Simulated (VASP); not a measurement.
A run of VASP 6.6.1 is set up as follows.

Contents of INCAR:

```
ALGO     = Normal         # electronic algorithm
EDIFF    = 1E-6           # SCF threshold, eV
ENCUT    = 520            # plane-wave cutoff, eV
GGA      = PE             # functional
ISIF     = 2              # what is computed and relaxed
ISMEAR   = 0              # smearing method
ISPIN    = 2              # spin polarisation
LASPH    = T              # aspherical terms in the spheres
LCHARG   = F              # write CHGCAR
LMAXMIX  = 4              # l up to which the mixer works
LORBIT   = 11             # projections on sites
LREAL    = F              # projectors in reciprocal space
LWAVE    = F              # write WAVECAR
MAGMOM   = 1 0 0 0 0 0 0 0 0 # initial moments
NBANDS   = 25             # bands
NELM     = 150            # most SCF steps
PREC     = Accurate       # precision mode
SIGMA    = 0.1            # smearing width, eV
```

KPOINTS

```
k-points
0
Gamma
  6 6 6
```

File POSCAR:

```
TiBe2H6
1.0
    0.0000000000      3.0896777869      3.0896777869
    3.0896777869      0.0000000000      3.0896777869
    3.0896777869      3.0896777869      0.0000000000
Ti Be H
1 2 6
Direct
    0.0000000000      0.0000000000      0.0000000000
    0.7500000000      0.7500000000      0.7500000000
    0.2500000000      0.2500000000      0.2500000000
    0.5000000000      0.0000000000      0.0000000000
    0.0000000000      0.5000000000      0.5000000000
    0.0000000000      0.5000000000      0.0000000000
    0.5000000000      0.0000000000      0.5000000000
    0.0000000000      0.0000000000      0.5000000000
    0.5000000000      0.5000000000      0.0000000000
```

Potentials or basis: VASP PAW PBE potentials, release 64 (Ti_sv, Be, H).

The run is started by

```console
$ cat potpaw_PBE.64/Ti_sv/POTCAR potpaw_PBE.64/Be/POTCAR potpaw_PBE.64/H/POTCAR > POTCAR
$ mpirun -np 1 vasp_std > vasp.out
```

Estimate the pressure.

-0.1 GPa.

What does it give for the band gap on the k mesh?

Zero (filled and empty bands overlap).

Estimate the net moment.

0.00 μB per cell.

Caveat: the cell differs from its parent crystal (atoms taken out).
